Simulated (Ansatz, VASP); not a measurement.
**Two plane-wave programs on Ga4Bi3Sb**

Contents of INCAR:

```
PREC = Accurate
ENCUT = 520
EDIFF = 1E-6
ISMEAR = -1
SIGMA = 0.02
LREAL = F
LASPH = T
NELM = 80
ALGO = Normal
ISIF = 2
LWAVE = F
LCHARG = F
GGA = PE
NBANDS = 61
```

Contents of KPOINTS:

```
Automatic mesh
0
Gamma
  4 4 4
```

File POSCAR:

```
Ga4Bi3Sb
1.0
    6.3001125685      0.0000000000      0.0000000000
    0.0000000000      6.3001125685      0.0000000000
    0.0000000000      0.0000000000      6.3001125685
Sb Ga Bi
1 4 3
Direct
    0.0000000000      0.0000000000      0.0000000000
    0.7538571315      0.7538571315      0.7538571315
    0.2461428685      0.2461428685      0.7538571315
    0.2461428685      0.7538571315      0.2461428685
    0.7538571315      0.2461428685      0.2461428685
    0.5000000000      0.5000000000      0.0000000000
    0.5000000000      0.0000000000      0.5000000000
    0.0000000000      0.5000000000      0.5000000000
```

Input for Ansatz:

```yaml
crystal:
  lattice:
    - [6.3001125685, 0.0, 0.0]
    - [0.0, 6.3001125685, 0.0]
    - [0.0, 0.0, 6.3001125685]
  atoms:
    - { symbol: Sb, position: [0.0, 0.0, 0.0] }
    - { symbol: Ga, position: [0.7538571315, 0.7538571315, 0.7538571315] }
    - { symbol: Bi, position: [0.5, 0.5, 0.0] }
    - { symbol: Ga, position: [0.2461428685, 0.2461428685, 0.7538571315] }
    - { symbol: Bi, position: [0.5, 0.0, 0.5] }
    - { symbol: Ga, position: [0.2461428685, 0.7538571315, 0.2461428685] }
    - { symbol: Bi, position: [0.0, 0.5, 0.5] }
    - { symbol: Ga, position: [0.7538571315, 0.2461428685, 0.2461428685] }
kpoints:
  mp_grid: { grid: [4, 4, 4] }
  band_path:
    path:
      - [[0.0, 0.0, 0.0], [8.302219796468e-51, 0.5, -7.897188023255e-34], [0.5, 0.5, -4.438980099438e-34], [0.0, 0.0, 0.0], [0.5, 0.5, 0.5], [8.302219796468e-51, 0.5, -7.897188023255e-34]]
      - [[0.5, 0.5, 0.5], [0.5, 0.5, -4.438980099438e-34]]
    npoints: 10
hamiltonian:
  xc: pbe
scf:
  occupations: { method: fermi_dirac, width: 0.02 }
  n_extra_bands: 6
output:
  forces: true
  stress: true
  eigenvalues: true
  write_density: true
  write_potential: true
  elf: true
  volumetric_format: npy
```

Alike in both runs: task single point; functional PBE; k mesh 4 × 4 × 4; occupations fermi-dirac, width 0.02 eV; no spin polarisation.

```csv
,VASP,Ansatz
version,VASP 6.6.1,Ansatz 0.2.0
potentials or method,"VASP PAW PBE potentials, release 64 (Sb, Ga_d, Bi_d)","plane waves, PAW"
plane-wave cutoff (eV),520,420
valence electrons in the cell,102,112
```

```csv
,VASP,Ansatz,Ansatz less VASP
pressure (GPa),1.9,1.8,-0.03
rms of the force components (eV/Å),0.006,0.007,+0.0010
```

VASP's potentials hold 102 valence electrons a cell and Ansatz's 112, so a difference there can come from the potentials and not from the codes.

Spin-orbit coupling is off throughout.
